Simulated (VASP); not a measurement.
A run of VASP 6.6.1 is set up as follows.

Contents of INCAR:

```
PREC     = Accurate       # precision mode
ENCUT    = 520            # plane-wave cutoff, eV
EDIFF    = 1E-7           # SCF threshold, eV
ISMEAR   = 0              # smearing method
SIGMA    = 0.1            # smearing width, eV
LREAL    = False          # projectors in reciprocal space
LASPH    = True           # aspherical terms in the spheres
NELM     = 100            # most SCF steps
ALGO     = Normal         # electronic algorithm
ISIF     = 2              # what is computed and relaxed
LWAVE    = False          # write WAVECAR
LCHARG   = False          # write CHGCAR
GGA      = PE             # functional
NBANDS   = 28             # bands
```

File KPOINTS:

```
regular mesh
0
Gamma
  6 6 2
```

POSCAR

```
BSe
1.0
    3.4566398100      0.0000000000      0.0000000000
   -1.7283199000      2.9935378900      0.0000000000
    0.0000000000      0.0000000000     11.3902477900
B Se
4 4
Direct
    0.6666666700      0.3333333300      0.1250000000
    0.6666666700      0.3333333300      0.3750000000
    0.3333333300      0.6666666700      0.6250000000
    0.3333333300      0.6666666700      0.8750000000
    0.0000000000      0.0000000000      0.0000000000
    0.3333333300      0.6666666700      0.2500000000
    0.0000000000      0.0000000000      0.5000000000
    0.6666666700      0.3333333300      0.7500000000
```

Potentials or basis: VASP PAW PBE potentials, release 64 (B, Se).

Run with:

```bash
$ cat potpaw_PBE.64/B/POTCAR potpaw_PBE.64/Se/POTCAR > POTCAR
$ mpirun -np 1 vasp_std > vasp.out
```

Q: Estimate the pressure.

A: -8.6 GPa.

Q: Predict the band gap on the k mesh.

A: Zero (bands 18 and 19 overlap by 1.13 eV).

Q: Estimate the largest force.

A: 0.604 eV/Å.

Stress tensor (GPa, compression positive):
```
-9.64  0.00  0.00
 0.00 -9.64  0.00
 0.00  0.00 -6.40
```

Caveat: the cell stands under tension.
